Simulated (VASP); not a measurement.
Runs of VASP 6.6.1 on MgCdSe. The structure is that of space group P-6m2 (No. 187), or close to it. The cells are those of the table. 

```csv
task,cell,k mesh,cutoff (eV),gap on the mesh (eV),pressure (GPa),relaxed volume (Å³/atom)
relaxation of cell and atoms,"relaxed from a = 4.775, b = 4.775, c = 3.604 Å, angles 90.0, 90.0, 120.0°, 3 atoms",6 × 6 × 6,600,none,-0.1,24.13
single point,"a = 4.715, b = 4.715, c = 3.710 Å, angles 90.0, 90.0, 120.0°, 3 atoms",6 × 6 × 6,520,none,(b),-
relaxation of cell and atoms,"relaxed from a = 4.715, b = 4.715, c = 3.710 Å, angles 90.0, 90.0, 120.0°, 3 atoms",12 × 12 × 12,600,none,0.0,24.01
single point,"a = 4.228, b = 4.228, c = 4.224 Å, angles 90.0, 90.0, 120.0°, 3 atoms",6 × 6 × 4,520,none,(a),-
single point,"a = 4.726, b = 4.726, c = 3.718 Å, angles 90.0, 90.0, 120.0°, 3 atoms",12 × 12 × 12,520,none,0.1,-
```

Alike in all rows: level PBE; potentials or basis VASP PAW PBE potentials, release 64 (Mg, Cd, Se); no spin polarisation; smearing gaussian 0.1 eV.

Question: Fill in the values left out.

Answer: (a) 14.8; (b) 0.5.

Caveats: some runs use coarse meshes.

A k mesh can miss the band edges, and the runs leave out spin-orbit coupling on Cd, Se.

A gap of «none» marks levels without a gap at the run's occupations.
